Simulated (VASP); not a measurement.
# Ba (I4/mmm) in VASP: single point with PBEsol

Aim: the single point of Ba with PBEsol.

All numbers are computed with VASP 6.6.1; they aren't measurements. Logs are shortened: lines on timing, memory, paths and dates and some standing lists are left out, and cuts for length are marked.

## Step 1: The cell of the first run

It takes space group I4/mmm (No. 139, tetragonal). Conventional cell: a = 4.904 Å, b = 4.904 Å, c = 4.760 Å, α = 90.00°, β = 90.00°, γ = 90.00°. Within 5.5 Å of Ba (site symmetry 4/mmm) lie 14 Ba at 4.21 to 4.90 Å.

## Step 2: Single point, PBEsol

File INCAR:

```
SYSTEM = Ba
PREC = Accurate
ENCUT = 520
EDIFF = 1E-6
ISMEAR = 0
SIGMA = 0.1
LREAL = .FALSE.
LASPH = .TRUE.
NELM = 100
ALGO = Fast
ISIF = 2
LWAVE = .FALSE.
LCHARG = .FALSE.
GGA = PS
NBANDS = 11
```

File KPOINTS:

```
regular mesh
0
G
  8 8 8
  0 0 0
```

File POSCAR:

```
Ba
1.0
   -2.4519336738      2.4519336738      2.3801368236
    2.4519336738     -2.4519336738      2.3801368236
    2.4519336738      2.4519336738     -2.3801368236
Ba
1
Direct
    0.0000000000      0.0000000000      0.0000000000
```

Potentials or basis: VASP PAW PBE potentials, release 64 (Ba_sv).

Launch:

```
> cat potpaw_PBE.64/Ba_sv/POTCAR > POTCAR
> mpirun -np 1 vasp_std > vasp.out
```

OUTCAR:

```text
SYSTEM = Ba
   PREC = Accurate
   ENCUT = 520
   EDIFF = 1E-6
   ISMEAR = 0
   LREAL = .FALSE.
   LASPH = .TRUE.
   NELM = 100
   ISIF = 2
   GGA = PS

 ion  position               nearest neighbor table
   1  0.000  0.000  0.000-

  LATTYP: Found a body centered tetragonal cell.
 ALAT       =     4.9038673476
 C/A-ratio  =     0.9707182739

  Lattice vectors:

 A1 = (  -2.4519336738,   2.4519336738,   2.3801368236)
 A2 = (   2.4519336738,  -2.4519336738,   2.3801368236)
 A3 = (   2.4519336738,   2.4519336738,  -2.3801368236)

Analysis of symmetry for initial positions (statically):
=====================================================================
 Subroutine PRICEL returns:
 Original cell was already a primitive cell.

 Routine SETGRP: Setting up the symmetry group for a
 body centered tetragonal supercell.

 Subroutine GETGRP returns: Found 16 space group operations
 (whereof 16 operations were pure point group operations)
 out of a pool of 16 trial point group operations.

The static configuration has the point symmetry D_4h.

Analysis of symmetry for dynamics (positions and initial velocities):
=====================================================================
 Subroutine PRICEL returns:
 Original cell was already a primitive cell.

 Routine SETGRP: Setting up the symmetry group for a
 body centered tetragonal supercell.

 Subroutine GETGRP returns: Found 16 space group operations
 (whereof 16 operations were pure point group operations)
 out of a pool of 16 trial point group operations.

The dynamic configuration has the point symmetry D_4h.

 Subroutine INISYM returns: Found 16 space group operations
 (whereof 16 operations are pure point group operations),
 and found     1 'primitive' translations

----------------------------------------------------------------------------------------

                                     Primitive cell

  volume of cell :      57.2373

  direct lattice vectors                    reciprocal lattice vectors
    -2.451933674  2.451933674  2.380136824     0.000000000  0.203920687  0.210071957
     2.451933674 -2.451933674  2.380136824     0.203920687  0.000000000  0.210071957
     2.451933674  2.451933674 -2.380136824     0.203920687  0.203920687  0.000000000

  length of vectors
     4.205830332  4.205830332  4.205830332     0.292769318  0.292769318  0.288387402

  position of ions in fractional coordinates (direct lattice)
     0.000000000  0.000000000  0.000000000

  ion indices of the primitive-cell ions
   primitive index   ion index
                 1           1

----------------------------------------------------------------------------------------

 KPOINTS: regular mesh

Automatic generation of k-mesh.
 Grid dimensions read from file:
 generate k-points for:    8    8    8

 Generating k-lattice:

  Cartesian coordinates                     Fractional coordinates (reciprocal lattice)
     0.000000000  0.025490086  0.026258995     0.125000000  0.000000000 -0.000000000
     0.025490086  0.000000000  0.026258995     0.000000000  0.125000000 -0.000000000
     0.025490086  0.025490086  0.000000000     0.000000000  0.000000000  0.125000000

  Length of vectors
     0.036596165  0.036596165  0.036048425

  Shift w.r.t. Gamma in fractional coordinates (k-lattice)
     0.000000000  0.000000000  0.000000000

 Subroutine IBZKPT returns following result:
 ===========================================

 Found     59 irreducible k-points:

 Following reciprocal coordinates:
            Coordinates               Weight
  0.000000  0.000000  0.000000      1.000000
  0.125000 -0.000000  0.000000      8.000000
  0.250000 -0.000000  0.000000      8.000000
  0.375000  0.000000  0.000000      8.000000
  0.500000 -0.000000  0.000000      4.000000
  0.125000  0.125000  0.000000      8.000000
[... 16 lines left out ...]
  0.250000  0.125000  0.125000     16.000000
  0.375000  0.125000  0.125000      8.000000
 [... further k-points ...]
   k-points           NKPTS =     59   k-points in BZ     NKDIM =     59   number of bands    NBANDS=     11
   number of dos      NEDOS =    301   number of ions     NIONS =      1
   total plane-waves  NPLWV =  32768
   dimension x,y,z NGX =    32 NGY =   32 NGZ =   32
   dimension x,y,z NGXF=    64 NGYF=   64 NGZF=   64
   ions per type =               1
   NGX,Y,Z   is equivalent  to a cutoff of  12.65, 12.65, 12.65 a.u.
   NGXF,Y,Z  is equivalent  to a cutoff of  25.30, 25.30, 25.30 a.u.
 SYSTEM =  Ba
   PREC   = accura    normal or accurate (medium, high low for compatibility)
   ISTART =      0    job   : 0-new  1-cont  2-samecut
   ICHARG =      2    charge: 1-file 2-atom 10-const
   ISPIN  =      1    spin polarized calculation?
   LNONCOLLINEAR =      F non collinear calculations
   LSORBIT =      F    spin-orbit coupling
   LASPH  =      T    aspherical Exc in radial PAW
   ENCUT  =  520.0 eV  38.22 Ry    6.18 a.u.   7.82  7.82  7.82*2*pi/ulx,y,z
   NELM   =    100;   NELMIN=  2; NELMDL= -5     # of ELM steps
   EDIFF  = 0.1E-05   stopping-criterion for ELM
   LREAL  =      F    real-space projection
   EDIFFG = 0.1E-04   stopping-criterion for IOM
   NSW    =      0    number of steps for IOM
   IBRION =     -1    ionic relax: 0-MD 1-quasi-New 2-CG
   NFREE  =      0    steps in history (QN), initial steepest desc. (CG)
   ISIF   =      2    stress and relaxation
   ISYM   =      2    0-nonsym 1-usesym 2-fastsym
   POTIM  = 0.5000    time-step for ionic-motion
   TEBEG  =    0.0;   TEEND  =   0.0 temperature during run
   PSTRESS=    0.0 pullay stress
   NELECT =      10.0000    total number of electrons
   NUPDOWN=      -1.0000    fix difference up-down
   EMIN   =  10.00;   EMAX   =-10.00  energy-range for DOS
   EFERMI =   0.00;   METHOD = LEGACY
   ISMEAR =     0;   SIGMA  =   0.10  broadening in eV -4-tet -1-fermi 0-gaus
   EFERMI_NEDOS =   21; number of points for ismear=-14 and -15
   IALGO  =     68    algorithm
   IMIX   =      4    mixing-type and parameters
     AMIX     =   0.40;   BMIX     =  1.00
     AMIX_MAG =   1.60;   BMIX_MAG =  1.00
  volume/ion in A,a.u.               =      57.24       386.26
  Fermi-wavevector in a.u.,A,eV,Ry     =   0.915198  1.729473 11.396067  0.837587
  Thomas-Fermi vector in A             =   2.039912
   LORBIT       =      0    0 simple, 1 ext, 2 COOP (PROOUT), +10 PAW based schemes
   GGA     = PS    functional components
   LHFCALC =     F    Hartree Fock is set to
   AEXX    =    0.0000 exact exchange contribution
   IVDW    =     0    specifies the selected vdW correction
   LEPSILON=     F    determine dielectric tensor
   LRPA    =     F    only Hartree local field effects (RPA)
 non-spin polarized calculation
 RMM-DIIS sequential band-by-band and
 Gauss-broadening in eV      SIGMA  =   0.10
  energy-cutoff  :      520.00
  volume of cell :       57.24
 maximum number of plane-waves:      1556
   NGX = 15   NGY = 15   NGZ = 15

 number of electron      10.0000001 magnetization

 Free energy of the ion-electron system (eV)
  ---------------------------------------------------
  ext. energy  EPLUGINS =         0.00000000
  ---------------------------------------------------
  free energy    TOTEN  =        -2.15578262 eV

  energy without entropy =       -2.15200152  energy(sigma->0) =       -2.15389207

 E-fermi :   1.8074     XC(G=0):  -7.8254

 val. band max:        1.7916721105   @ k =  -0.3750  -0.3750   0.2500
 cond. band min:       1.9832085397   @ k =   0.2500   0.2500   0.1250
 fundamental gap:      0.1915364292
 Fermi energy:         1.8074031326

 k-point     1 :       0.0000    0.0000    0.0000
  band No.  band energies     occupation
      1     -26.8427      2.00000
      2     -11.7087      2.00000
      3     -11.7087      2.00000
      4     -11.7077      2.00000
      5      -0.9491      2.00000
      6       3.6464      0.00000
      7       3.8481      0.00000
      8       3.8481      0.00000
      9       5.1957      0.00000
     10       5.4953      0.00000
     11       8.9991      0.00000

 k-point     2 :       0.1250   -0.0000    0.0000
  band No.  band energies     occupation
      1     -26.8330      2.00000
      2     -11.8085      2.00000
      3     -11.7395      2.00000
      4     -11.7100      2.00000
      5      -0.6231      2.00000
      6       3.4750      0.00000
      7       3.6627      0.00000
      8       4.0933      0.00000
      9       5.0489      0.00000
     10       5.3070      0.00000
     11       9.4623      0.00000

 k-point     3 :       0.2500   -0.0000    0.0000
  band No.  band energies     occupation
      1     -26.8093      2.00000
      2     -12.0383      2.00000
      3     -11.8125      2.00000
      4     -11.7143      2.00000
      5       0.1677      2.00000
      6       2.9844      0.00000
      7       3.1032      0.00000
      8       5.0511      0.00000
      9       5.1550      0.00000
     10       5.3750      0.00000
     11       9.5816      0.00000

 k-point     4 :       0.3750    0.0000    0.0000
  band No.  band energies     occupation
      1     -26.7855      2.00000
      2     -12.2530      2.00000
      3     -11.8836      2.00000
      4     -11.7187      2.00000
      5       0.7914      2.00000
      6       2.5925      0.00000
      7       3.0758      0.00000
      8       5.4189      0.00000
      9       5.7466      0.00000
     10       6.5037      0.00000
     11       8.4684      0.00000

 k-point     5 :       0.5000   -0.0000    0.0000
  band No.  band energies     occupation
      1     -26.7756      2.00000
      2     -12.3381      2.00000
      3     -11.9125      2.00000
      4     -11.7206      2.00000
      5       0.8920      2.00000
      6       2.4502      0.00000
      7       3.4731      0.00000
      8       5.4002      0.00000
      9       6.0721      0.00000
     10       7.6426      0.00000
     11       7.7928      0.00000
[... 211 lines left out ...]
 k-point    21 :       0.5000    0.5000    0.0000
  band No.  band energies     occupation
      1     -26.7776      2.00000
      2     -12.3412      2.00000
      3     -11.8970      2.00000
      4     -11.7051      2.00000
      5       0.8811      2.00000
      6       2.6555      0.00000
      7       3.3672      0.00000
      8       5.1606      0.00000
      9       5.8859      0.00000
     10       7.6001      0.00000
     11       7.8390      0.00000

 k-point    22 :       0.1250    0.1250    0.1250
  band No.  band energies     occupation
      1     -26.7989      2.00000
      2     -12.1270      2.00000
      3     -11.7930      2.00000
      4     -11.7838      2.00000
      5       0.6655      2.00000
      6       2.6716      0.00000
      7       2.7504      0.00000
      8       5.3789      0.00000
      9       5.4934      0.00000
     10       6.0537      0.00000
     11      10.2437      0.00000

 k-point    23 :       0.2500    0.1250    0.1250
  band No.  band energies     occupation
      1     -26.7810      2.00000
      2     -12.2251      2.00000
      3     -11.9040      2.00000
      4     -11.8058      2.00000
      5       1.4136      2.00000
      6       2.4360      0.00000
      7       2.6350      0.00000
      8       5.6419      0.00000
      9       5.8822      0.00000
     10       7.3296      0.00000
     11       8.6947      0.00000

 k-point    24 :       0.3750    0.1250    0.1250
  band No.  band energies     occupation
      1     -26.7735      2.00000
      2     -12.2494      2.00000
      3     -11.9681      2.00000
      4     -11.8123      2.00000
      5       1.5305      1.99991
      6       2.3544      0.00000
      7       3.0545      0.00000
      8       5.6747      0.00000
      9       6.1258      0.00000
     10       7.4550      0.00000
     11       8.2611      0.00000

 [... further k-points ...]
[... 5 lines left out ...]
  --------------------------------------------------------------------------------------
  -------------------------------------------------------------------------------------
  Total        0.0487038      0.0487038      0.1127360      0.0000000      0.0000000      0.0000000
  in kB        1.3633088      1.3633088      3.1556861      0.0000000      0.0000000      0.0000000
  external PRESSURE =       1.9607679 kB  Pullay stress =       0.0000000 kB

 VOLUME and BASIS-vectors are now :
 -----------------------------------------------------------------------------
  energy-cutoff  :      520.00
  volume of cell :       57.24
      direct lattice vectors                 reciprocal lattice vectors
    -2.451933674  2.451933674  2.380136824     0.000000000  0.203920687  0.210071957
     2.451933674 -2.451933674  2.380136824     0.203920687  0.000000000  0.210071957
     2.451933674  2.451933674 -2.380136824     0.203920687  0.203920687  0.000000000

 POSITION                                       TOTAL-FORCE (eV/Angst)
 -----------------------------------------------------------------------------------
      0.00000      0.00000      0.00000        -0.000000     -0.000000     -0.000000
 -----------------------------------------------------------------------------------
    total drift:                                0.000000      0.000000     -0.000000

  FREE ENERGIE OF THE ION-ELECTRON SYSTEM (eV)
  ---------------------------------------------------
  free  energy   TOTEN  =        -2.1557826177 eV

  energy  without entropy=       -2.1520015234  energy(sigma->0) =       -2.15389207
```

Run time: 19 s. Hardware: 1 thread of Intel Xeon Platinum 8259CL at 2.50GHz (Skylake/Cascade Lake), shared host; peak memory 0.19 GiB.

What came out:

* Free energy: -2.1558 eV
* Pressure: 0.2 GPa
* Band gap on the k mesh: zero (band 5 reaches 2.44 eV, above the bottom of band 6 at 1.20 eV)

Caveat: the PAW data sets were made with another functional, which shifts forces and pressure a little; spin-orbit coupling is left out, which moves the levels of the heavy elements.
